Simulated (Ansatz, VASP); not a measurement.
One calculation of InP, two programs

The input INCAR:

```
ALGO = Normal
EDIFF = 1E-7
ENCUT = 520
GGA = PE
ISIF = 2
ISMEAR = -1
LASPH = True
LCHARG = False
LREAL = False
LWAVE = False
NBANDS = 16
NELM = 60
PREC = Accurate
SIGMA = 0.03
```

Contents of KPOINTS:

```
k-points
0
Gamma
  11 11 11
```

File POSCAR:

```
InP
1.0
    0.0285500000      2.8692750000      2.8692750000
    2.8692750000      0.0285500000      2.8692750000
    2.8692750000      2.8692750000      0.0285500000
In P
1 1
Direct
    0.0000000000      0.0000000000      0.0000000000
    0.5000000000      0.5000000000      0.5000000000
```

Input for Ansatz:

```yaml
crystal:
  lattice:
    - [0.02855, 2.869275, 2.869275]
    - [2.869275, 0.02855, 2.869275]
    - [2.869275, 2.869275, 0.02855]
  atoms:
    - { symbol: In, position: [0.0, 0.0, 0.0] }
    - { symbol: P, position: [0.5, 0.5, 0.5] }
kpoints:
  mp_grid: { grid: [11, 11, 11] }
scf:
  occupations: { method: fermi_dirac, width: 0.03 }
hamiltonian:
  xc: pbe
  pseudopotentials: { kind: all_electron, lapw: { basis_error: 0.00025 } }
output:
  forces: true
  stress: true
  eigenvalues: true
```

Change from the starting cell: equal xy, yz and zx shear strains of +1 %.

Alike in both runs: task single point; functional PBE; k mesh 11 × 11 × 11; occupations fermi-dirac, width 0.03 eV; no spin polarisation.

```csv
,VASP,Ansatz
version,VASP 6.6.1,Ansatz 0.2.0
potentials or method,"VASP PAW PBE potentials, release 64 (In_d, P), cutoff 520 eV","all-electron LAPW, scalar-relativistic"
```

```csv
,VASP,Ansatz,Ansatz less VASP
pressure (GPa),-5.4,-5.4,+0.03
"traceless stress, the component that is largest in VASP (GPa)",-0.29,-0.29,0.000
```

Ansatz ran all-electron here, and VASP with PAW potentials.
